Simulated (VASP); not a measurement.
A run of VASP 6.6.1 is set up as follows.

POSCAR

```
ZnCu
1.0
    2.8892035358      0.0000000000      0.0000000000
    0.0000000000      2.8892035358      0.0000000000
    0.0000000000      0.0000000000      2.8892035358
Zn Cu
1 1
Direct
    0.5000000000      0.5000000000      0.5000000000
    0.0000000000      0.0000000000      0.0000000000
```

File INCAR.step1:

```
PREC = Accurate
ENCUT = 520
ISMEAR = 0
SIGMA = 0.1
LREAL = False
LASPH = True
NELM = 100
NBANDS = 18
GGA = PE
ALGO = Normal
EDIFF = 1E-4
LWAVE = True
LCHARG = False
```

The input INCAR.step2:

```
PREC = Accurate
ENCUT = 520
EDIFF = 1E-6
ISMEAR = 0
SIGMA = 0.1
LREAL = False
LASPH = True
NELM = 100
ALGO = Normal
ISIF = 2
LWAVE = False
LCHARG = False
METAGGA = R2SCAN
LMIXTAU = True
NBANDS = 18
ISTART = 1
```

File KPOINTS:

```
Automatic mesh
0
Gamma
  14 14 14
```

Potentials or basis: VASP PAW PBE potentials, release 64 (Zn, Cu).

Command:

```bash
$ cat potpaw_PBE.64/Zn/POTCAR potpaw_PBE.64/Cu/POTCAR > POTCAR
$ cp INCAR.step1 INCAR
$ mpirun -np 1 vasp_std > vasp.out
$ cp INCAR.step2 INCAR
$ mpirun -np 1 vasp_std > vasp.out
```

(1) Predict the pressure.

Answers

(1) 5.0 GPa.

Caveat: the PAW data sets were made with another functional, which shifts forces and pressure a little.
